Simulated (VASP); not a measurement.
# ZnSe (F-43m) in VASP: a series of runs, part 2 of 2

VASP 6.6.1. Earlier steps stand in the parts before.

### Step 3. Single point, r2SCAN+rVV10

This run uses another cell than the first one, of 22.41 Å³/atom, 1.002 times its volume.

POSCAR

```
ZnSe
1.0
    0.0000000000      2.8193172663      2.8193172663
    2.8193172663      0.0000000000      2.8193172663
    2.8193172663      2.8193172663      0.0000000000
Zn Se
1 1
Direct
    0.0000000000      0.0000000000      0.0000000000
    0.7500000000      0.7500000000      0.7500000000
```

INCAR.step1

```
ALGO = Normal
EDIFF = 1E-4
ENCUT = 520
GGA = PE
ISMEAR = -1
LASPH = T
LCHARG = F
LREAL = F
LWAVE = T
NBANDS = 16
NELM = 100
PREC = Accurate
SIGMA = 0.03
```

INCAR.step2

```
ALGO = Normal
BPARAM = 11.95
CPARAM = 0.0093
EDIFF = 1E-6
ENCUT = 520
ISIF = 2
ISMEAR = -1
ISTART = 1
IVDW_NL = 2
LASPH = T
LCHARG = F
LMIXTAU = T
LREAL = F
LUSE_VDW = T
LWAVE = F
METAGGA = R2SCAN
NBANDS = 16
NELM = 100
PREC = Accurate
SIGMA = 0.03
```

KPOINTS

```
k-points
0
Gamma
  8 8 8
```

Potentials or basis: VASP PAW PBE potentials, release 64 (Zn, Se).

The run is started by

```bash
$ cat potpaw_PBE.64/Zn/POTCAR potpaw_PBE.64/Se/POTCAR > POTCAR
$ cp INCAR.step1 INCAR
$ mpirun -np 1 vasp_std > vasp.out
$ cp INCAR.step2 INCAR
$ mpirun -np 1 vasp_std > vasp.out
```

Run time: 69 s. Hardware: 1 thread of Intel Xeon 6975P-C (Granite Rapids), shared host; peak memory 0.29 GiB.

The run converged. Its results:

```
Free energy            : -24.3768 eV
Pressure               : 0.3 GPa
Band gap on the k mesh : 1.89 eV, direct
```

Levels at points of the mesh, in eV from the valence-band top:
```
           k point  band 6  band 7  band 8  band 9  band 10  band 11  band 12  band 13
(0.00, 0.00, 0.00)   -6.32    0.00    0.00    0.00     1.89     6.29     6.29     6.29
(0.50, 0.00, 0.00)   -6.16   -5.43   -0.91   -0.91     3.05     6.83     6.83     9.02
(0.50, 0.50, 0.00)   -6.14   -4.87   -2.30   -2.30     3.23     3.83    11.57    12.15
```

Caveat: the PAW data sets were made with another functional, which shifts forces and pressure a little. r2SCAN opens gaps a little over a GGA but as a rule still falls short of measured ones.

### Step 4. Single point, r2SCAN+rVV10

This run uses another cell than the first one, of 22.41 Å³/atom, 1.002 times its volume.

POSCAR is that of step 3.

INCAR.step1

```
SYSTEM = ZnSe
PREC = Accurate
ENCUT = 520
ISMEAR = -1
SIGMA = 0.03
LREAL = .FALSE.
LASPH = .TRUE.
NELM = 60
NBANDS = 16
GGA = PE
ALGO = Normal
EDIFF = 1E-4
LWAVE = .TRUE.
LCHARG = .FALSE.
```

INCAR.step2

```
SYSTEM = ZnSe
PREC = Accurate
ENCUT = 520
EDIFF = 1E-6
ISMEAR = -1
SIGMA = 0.03
LREAL = .FALSE.
LASPH = .TRUE.
NELM = 60
ALGO = Normal
ISIF = 2
LWAVE = .FALSE.
LCHARG = .FALSE.
METAGGA = R2SCAN
LMIXTAU = .TRUE.
LUSE_VDW = .TRUE.
IVDW_NL = 2
BPARAM = 11.95
CPARAM = 0.0093
NBANDS = 16
ISTART = 1
```

KPOINTS

```
Automatic mesh
0
G
  8 8 8
  0 0 0
```

The run is started by

```bash
$ cat potpaw_PBE.64/Zn/POTCAR potpaw_PBE.64/Se/POTCAR > POTCAR
$ cp INCAR.step1 INCAR
$ mpirun -np 1 vasp_std > vasp.out
$ cp INCAR.step2 INCAR
$ mpirun -np 1 vasp_std > vasp.out
```

It took 69 s on 1 thread of Intel Xeon 6975P-C (Granite Rapids), shared host; peak memory 0.28 GiB.

It converged, with:

| Quantity | Value |
| --- | --- |
| Free energy | -24.3768 eV |
| Pressure | 0.3 GPa |
| Band gap on the k mesh | 1.89 eV, direct |

Levels at points of the mesh, in eV from the valence-band top:
```tsv
k point	band 6	band 7	band 8	band 9	band 10	band 11	band 12	band 13
(0.00, 0.00, 0.00)	-6.32	0.00	0.00	0.00	1.89	6.29	6.29	6.29
(0.50, 0.00, 0.00)	-6.16	-5.43	-0.91	-0.91	3.05	6.83	6.83	9.02
(0.50, 0.50, 0.00)	-6.14	-4.87	-2.30	-2.30	3.23	3.83	11.57	12.15
```

Caveat: the PAW data sets were made with another functional, which shifts forces and pressure a little.

### Step 5. Relaxation of cell and atoms, PBEsol

This run uses another cell than the first one, of 22.72 Å³/atom, 1.017 times its volume.

INCAR

```
PREC = Accurate
ENCUT = 600
EDIFF = 1E-6
ISMEAR = -1
SIGMA = 0.03
LREAL = F
LASPH = T
NELM = 80
ALGO = Normal
ISIF = 3
LWAVE = F
LCHARG = F
GGA = PS
IBRION = 2
NSW = 100
EDIFFG = -0.01
```

KPOINTS

```
regular mesh
0
Gamma
  6 6 6
```

POSCAR

```
ZnSe
1.0
    0.0000000000      2.8324425407      2.8324425407
    2.8324425407      0.0000000000      2.8324425407
    2.8324425407      2.8324425407      0.0000000000
Zn Se
1 1
Direct
    0.0000000000      0.0000000000      0.0000000000
    0.7500000000      0.7500000000      0.7500000000
```

The run is started by

```bash
$ cat potpaw_PBE.64/Zn/POTCAR potpaw_PBE.64/Se/POTCAR > POTCAR
$ mpirun -np 1 vasp_std > vasp.out
```

Wall time 14 s (1 thread of Intel Xeon 6975P-C (Granite Rapids), shared host); peak memory 0.18 GiB.

It converged, with:

| Quantity | Value |
| --- | --- |
| Free energy | -6.7674 eV |
| Relaxed volume | 22.45 Å³/atom |
| Relaxed cell | a = 3.989 Å, b = 3.989 Å, c = 3.989 Å, α = 60.00°, β = 60.00°, γ = 60.00° |
| Space group after relaxing (to 0.05 Å) | F-43m (No. 216) |
| Energy gained by relaxing | 0.7 meV/atom |
| Ionic steps | 3 |
| Pressure after relaxing | 0.0 GPa |
| Band gap on the k mesh | 1.22 eV, direct |

The path:
| step | energy change (eV) | largest force (eV/Å) | pressure (GPa) | volume (Å³) |
| --- | --- | --- | --- | --- |
| 1 | 0.0000 | 0.0000 | -0.79 | 45.45 |
| 2 | -0.0013 | 0.0000 | 0.40 | 44.71 |
| 3 | -0.0014 | 0.0000 | 0.01 | 44.90 |

Final structure:
```
Zn Se
1.0
     0.00000    2.82100    2.82100
     2.82100    0.00000    2.82100
     2.82100    2.82100    0.00000
Zn Se
1 1
Direct
  0.00000 0.00000 0.00000
  0.75000 0.75000 0.75000
```

Levels at points of the mesh, in eV from the valence-band top:
| k point | band 6 | band 7 | band 8 | band 9 | band 10 | band 11 | band 12 | band 13 |
| --- | --- | --- | --- | --- | --- | --- | --- | --- |
| (0.00, 0.00, 0.00) | -6.23 | 0.00 | 0.00 | 0.00 | 1.22 | 5.72 | 5.72 | 5.72 |
| (0.50, 0.00, 0.00) | -6.06 | -5.37 | -0.90 | -0.90 | 2.47 | 6.30 | 6.30 | 8.44 |
| (0.50, 0.50, 0.00) | -6.05 | -4.85 | -2.26 | -2.26 | 2.80 | 3.37 | 10.71 | 11.26 |

Caveat: the PAW data sets were made with another functional, which shifts forces and pressure a little.

### Step 6. Relaxation of cell and atoms, r2SCAN+rVV10

POSCAR

```
ZnSe
1.0
    0.0000000000      2.8170012815      2.8170012815
    2.8170012815      0.0000000000      2.8170012815
    2.8170012815      2.8170012815      0.0000000000
Zn Se
1 1
Direct
    0.0000000000      0.0000000000      0.0000000000
    0.7500000000      0.7500000000      0.7500000000
```

INCAR.step1

```
SYSTEM = ZnSe
  PREC = Accurate
  ENCUT = 600
  ISMEAR = -1
  SIGMA = 0.03
  LREAL = .False.
  LASPH = .True.
  NELM = 80
  GGA = PE
  ALGO = Normal
  EDIFF = 1E-4
  LWAVE = .True.
  LCHARG = .False.
```

INCAR.step2

```
SYSTEM = ZnSe
  PREC = Accurate
  ENCUT = 600
  EDIFF = 1E-6
  ISMEAR = -1
  SIGMA = 0.03
  LREAL = .False.
  LASPH = .True.
  NELM = 80
  ALGO = Normal
  ISIF = 3
  LWAVE = .False.
  LCHARG = .False.
  METAGGA = R2SCAN
  LMIXTAU = .True.
  LUSE_VDW = .True.
  IVDW_NL = 2
  BPARAM = 11.95
  CPARAM = 0.0093
  IBRION = 2
  NSW = 100
  EDIFFG = -0.01
  ISTART = 1
```

KPOINTS

```
regular mesh
0
Gamma
  8 8 8
  0 0 0
```

Potentials or basis: VASP PAW PBE potentials, release 64 (Zn, Se).

The run is started by

```bash
$ cat potpaw_PBE.64/Zn/POTCAR potpaw_PBE.64/Se/POTCAR > POTCAR
$ cp INCAR.step1 INCAR
$ mpirun -np 1 vasp_std > vasp.out
$ cp INCAR.step2 INCAR
$ mpirun -np 1 vasp_std > vasp.out
```

Run time: 3.1 min. Hardware: 1 thread of Intel Xeon 6975P-C (Granite Rapids), shared host; peak memory 0.32 GiB.

It converged, with:

* Free energy: -24.3782 eV
* Relaxed volume: 22.50 Å³/atom
* Relaxed cell: a = 3.992 Å, b = 3.992 Å, c = 3.992 Å, α = 60.00°, β = 60.00°, γ = 60.00°
* Space group after relaxing (to 0.05 Å): F-43m (No. 216)
* Energy gained by relaxing: 0.1 meV/atom
* Ionic steps: 4
* Pressure after relaxing: 0.0 GPa
* Band gap on the k mesh: 1.87 eV, direct

The path:
```
step  energy change (eV)  largest force (eV/Å)  pressure (GPa)  volume (Å³)
   1              0.0000                0.0000            0.44        44.71
   2             -0.0001                0.0000           -0.18        45.11
   3             -0.0003                0.0000            0.13        44.92
   4             -0.0003                0.0000            0.00        45.00
```

Final structure:
```xyz
2
Lattice="0.0000 2.8231 2.8231 2.8231 0.0000 2.8231 2.8231 2.8231 0.0000" Properties=species:S:1:pos:R:3 pbc="T T T"
Zn    5.6462    5.6462    5.6462
Se    4.2347    4.2347    4.2347
```

Levels at points of the mesh, in eV from the valence-band top:
| k point | band 6 | band 7 | band 8 | band 9 | band 10 | band 11 | band 12 | band 13 |
| --- | --- | --- | --- | --- | --- | --- | --- | --- |
| (0.00, 0.00, 0.00) | -6.31 | 0.00 | 0.00 | 0.00 | 1.87 | 6.29 | 6.29 | 6.29 |
| (0.50, 0.00, 0.00) | -6.15 | -5.40 | -0.90 | -0.90 | 3.04 | 6.83 | 6.83 | 9.01 |
| (0.50, 0.50, 0.00) | -6.13 | -4.85 | -2.28 | -2.28 | 3.24 | 3.83 | 11.54 | 12.13 |

Caveat: the PAW data sets were made with another functional, which shifts forces and pressure a little. r2SCAN opens gaps a little over a GGA but as a rule still falls short of measured ones.

### Step 7. Summary

```csv
task,level,cell,k mesh,cutoff (eV),gap on the mesh (eV),pressure (GPa),relaxed volume (Å³/atom)
single point,PBEsol,"a = 3.984 Å, angles 60.0°, 2 atoms",6 × 6 × 6,520,1.24,0.3,-
single point,r2SCAN+rVV10,"a = 3.987 Å, angles 60.0°, 2 atoms",8 × 8 × 8,520,1.89,0.3,-
relaxation of cell and atoms,PBEsol,"relaxed from a = 4.006 Å, angles 60.0°, 2 atoms",6 × 6 × 6,600,1.22,0.0,22.45
relaxation of cell and atoms,r2SCAN+rVV10,"relaxed from a = 3.984 Å, angles 60.0°, 2 atoms",8 × 8 × 8,600,1.87,0.0,22.50
```

Alike in all rows: potentials or basis VASP PAW PBE potentials, release 64 (Zn, Se); no spin polarisation; smearing fermi-dirac 0.03 eV.

Caveats: the PAW data sets were made with another functional, which shifts forces and pressure a little.

Total energies depend on the potentials used, so only differences within one code and one set of settings carry meaning.
